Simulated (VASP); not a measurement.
Input of a VASP 6.6.1 run:

The input POSCAR:

```
Au
1.0
    2.0415679493      2.0415679493      0.0000000000
   -2.0415679493      2.0415679493      0.0000000000
    0.0000000000      0.0000000000      4.1929370939
Au
2
Direct
    0.0000000000      0.0000000000      0.0000000000
    0.5000000000      0.5000000000      0.5000000000
```

File INCAR.step1:

```
SYSTEM = Au
PREC = Accurate
ENCUT = 520
ISMEAR = 0
SIGMA = 0.1
LREAL = .False.
LASPH = .True.
NELM = 60
NBANDS = 18
GGA = PE
ALGO = Normal
EDIFF = 1E-4
LWAVE = .True.
LCHARG = .False.
```

The input INCAR.step2:

```
SYSTEM = Au
PREC = Accurate
ENCUT = 520
EDIFF = 1E-7
ISMEAR = 0
SIGMA = 0.1
LREAL = .False.
LASPH = .True.
NELM = 60
ALGO = Normal
ISIF = 2
LWAVE = .False.
LCHARG = .False.
METAGGA = R2SCAN
LMIXTAU = .True.
NBANDS = 18
ISTART = 1
```

Contents of KPOINTS:

```
regular mesh
0
Gamma
  18 18 12
  0 0 0
```

Potentials or basis: VASP PAW PBE potentials, release 64 (Au).

Launch:

```console
$ cat potpaw_PBE.64/Au/POTCAR > POTCAR
$ cp INCAR.step1 INCAR
$ mpirun -np 1 vasp_std > vasp.out
$ cp INCAR.step2 INCAR
$ mpirun -np 1 vasp_std > vasp.out
```

Problem. Estimate the pressure.

Solution. 0.9 GPa.

Problem. Predict the band gap on the k mesh.

Solution. Zero (bands 11 and 12 overlap by 7.84 eV).

Stress tensor (GPa, compression positive):
```
1.23 0.00 0.00
0.00 1.23 0.00
0.00 0.00 0.26
```

Caveat: the cell differs from its parent crystal (biaxial strain in the a-b plane: -1.0 %, then relaxed in part); the PAW data sets were made with another functional, which shifts forces and pressure a little; spin-orbit coupling is left out, which moves the levels of the heavy elements.
